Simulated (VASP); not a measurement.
Wanted: the native input for a VASP 6.6.1 run.

| Quantity | Value |
| --- | --- |
| Task | single point |
| Functional | PBEsol |
| Potentials or basis | VASP PAW PBE potentials, release 64 (I, Cu) |
| Cutoff | 520 eV |
| k mesh | 7 × 7 × 4 |
| Occupations | fermi-dirac, width 0.05 eV |
| Spin | no spin polarisation |
| Dipole correction | no |
| Further INCAR settings | ALGO = Normal; EDIFF = 1e-07; NBANDS = 26 |

The structure of CuI lies in POSCAR:

```
CuI
1.0
    3.6926460773      0.0000000000      0.0000000000
    0.0000000000      3.6926460773      0.0000000000
    0.0000000000      0.0000000000      5.4381998011
I Cu
2 2
Direct
    0.0000000000      0.5000000000      0.6865453864
    0.5000000000      0.0000000000      0.3134546136
    0.0000000000      0.0000000000      0.0000000000
    0.5000000000      0.5000000000      0.0000000000
```

These files were run (other wordings do the same):

INCAR

```
  PREC = Accurate
  ENCUT = 520
  EDIFF = 1E-7
  ISMEAR = -1
  SIGMA = 0.05
  LREAL = False
  LASPH = True
  NELM = 80
  ALGO = Normal
  ISIF = 2
  LWAVE = False
  LCHARG = True
  GGA = PS
  LELF = True
  LVHAR = True
  NBANDS = 26
```

KPOINTS

```
regular mesh
0
Gamma
  7 7 4
```

Potentials or basis: VASP PAW PBE potentials, release 64 (I, Cu).

Command:

```bash
$ cat potpaw_PBE.64/I/POTCAR potpaw_PBE.64/Cu/POTCAR > POTCAR
$ mpirun -np 1 vasp_std > vasp.out
```

It gave:

| Item | Value |
| --- | --- |
| Pressure | 20.2 GPa |
| Largest force | 0.024 eV/Å |
| Band gap on the k mesh | 1.18 eV, indirect (least direct gap 1.53 eV) |

Caveat: the PAW data sets were made with another functional, which shifts forces and pressure a little; spin-orbit coupling is left out, which moves the levels of the heavy elements.

Run time: 34 s on 1 thread of Intel(R) Xeon(R) Platinum 8488C (Sapphire Rapids), with other jobs on the host, peak memory 0.2 GiB.
